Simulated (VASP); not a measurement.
## ZnS: single point with r2SCAN

The system is ZnS.

```
Zn S
1.0
     3.80680    0.00000    0.00000
    -1.90340    3.29679    0.00000
     0.00000    0.00000    6.24658
Zn S
2 2
Direct
  0.33333 0.66667 0.98150
  0.66667 0.33333 0.48150
  0.33333 0.66667 0.39350
  0.66667 0.33333 0.89350
```

This cell differs from its parent crystal: atoms moved along the polar distortion.

```json
{
  "Program": "VASP 6.6.1",
  "Task": "single point",
  "Functional": "r2SCAN",
  "Potentials or basis": "VASP PAW PBE potentials, release 64 (Zn, S)",
  "Cutoff": "520 eV",
  "k mesh": "9 × 9 × 6",
  "Occupations": "gaussian, width 0.01 eV",
  "Spin": "no spin polarisation",
  "Dipole correction": "no",
  "Further INCAR settings": "ALGO = Normal; EDIFF = 1e-06; NBANDS = 26"
}
```

* Pressure: 1.6 GPa
* Largest force: 0.758 eV/Å
* Band gap on the k mesh: 2.87 eV

Forces on the atoms (eV/Å):
```
Zn   0.000  0.000  0.758
Zn   0.000  0.000  0.758
S    0.000  0.000 -0.758
S    0.000  0.000 -0.758
```

Stress tensor (GPa, compression positive):
```
 3.57  0.00  0.00
 0.00  3.57  0.00
 0.00  0.00 -2.30
```

Levels at points of the mesh, in eV from the valence-band top:
| k point | band 16 | band 17 | band 18 | band 19 | band 20 | band 21 |
| --- | --- | --- | --- | --- | --- | --- |
| (0.00, 0.00, 0.00) | -0.10 | -0.10 | 0.00 | 2.87 | 3.26 | 6.72 |
| (0.00, 0.00, 0.50) | -0.47 | -0.47 | -0.47 | 3.89 | 3.89 | 7.10 |

Run time: 8 min on 1 thread of Intel Xeon 8259CL (shared host), peak memory 0.25 GiB.

Caveat: the cell differs from its parent crystal (atoms moved along the polar distortion); the stress differs along the axes, from -2 to 4 GPa; the PAW data sets were made with another functional, which shifts forces and pressure a little. A k mesh can miss the band edges.
